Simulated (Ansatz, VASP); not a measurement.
# Two plane-wave programs on TiSi2

INCAR

```
SYSTEM = TiSi2
ALGO = Normal ; EDIFF = 1E-8
ENCUT = 520 ; GGA = PE
ISIF = 2 ; ISMEAR = -1
LASPH = .TRUE. ; LCHARG = .FALSE.
LEFG = .TRUE. ; LREAL = .FALSE.
LWAVE = .FALSE. ; NBANDS = 29
NELM = 60 ; PREC = Accurate
SIGMA = 0.08
```

Contents of KPOINTS:

```
k-points
0
G
  8 8 8
  0 0 0
```

POSCAR

```
TiSi2
1.0
    0.0000000000      4.0623445288      4.2039051019
    2.3542460462      0.0000000000      4.2039051019
    2.3542460462      4.0623445288      0.0000000000
Ti Si
2 4
Direct
    0.7500000000      0.7500000000      0.7500000000
    0.5000000000      0.5000000000      0.5000000000
    0.0830000000      0.4170000000      0.0830000000
    0.4170000000      0.0830000000      0.4170000000
    0.1670000000      0.8330000000      0.1670000000
    0.8330000000      0.1670000000      0.8330000000
```

Input for Ansatz:

```yaml
crystal:
  lattice:
    - [0.0, 4.0623445288, 4.2039051019]
    - [2.3542460462, 0.0, 4.2039051019]
    - [2.3542460462, 4.0623445288, 0.0]
  atoms:
    - { symbol: Ti, position: [0.75, 0.75, 0.75] }
    - { symbol: Ti, position: [0.5, 0.5, 0.5] }
    - { symbol: Si, position: [0.083, 0.417, 0.083] }
    - { symbol: Si, position: [0.417, 0.083, 0.417] }
    - { symbol: Si, position: [0.167, 0.833, 0.167] }
    - { symbol: Si, position: [0.833, 0.167, 0.833] }
kpoints:
  mp_grid: { grid: [8, 8, 8] }
scf:
  occupations: { method: fermi_dirac, width: 0.08 }
hamiltonian:
  xc: pbe
  pseudopotentials: { kind: paw }
output:
  forces: true
  stress: true
  eigenvalues: true
  efg: { contact_densities: true }
```

Change from the starting cell: volume scaled by 0.96, PAW files.

Alike in both runs: task electric field gradients; functional PBE; k mesh 8 × 8 × 8; occupations fermi-dirac, width 0.08 eV; no spin polarisation.

|  | VASP | Ansatz |
| --- | --- | --- |
| version | VASP 6.6.1 | Ansatz 0.2.0 |
| potentials or method | VASP PAW PBE potentials, release 64 (Ti_sv, Si) | PAW with Ansatz's default frozen-core files, scalar-relativistic |
| plane-wave cutoff (eV) | 520 | 420 |
| valence electrons in the cell | 40 | 40 |

```tsv
	VASP	Ansatz	Ansatz less VASP
pressure (GPa)	9.1	9.1	+0.07
traceless stress, the component that is largest in VASP (GPa)	-1.41	-1.42	-0.005
rms of the force components (eV/Å)	0.101	0.101	-0.0004
size of Vzz on the site where it differs most (V/Å²)	10.4	11.5	+1.10
```

Atom by atom the forces differ by 0.000 eV/Å (rms over components). With one functional, cell and mesh, what is left measures potentials, basis and numerics.
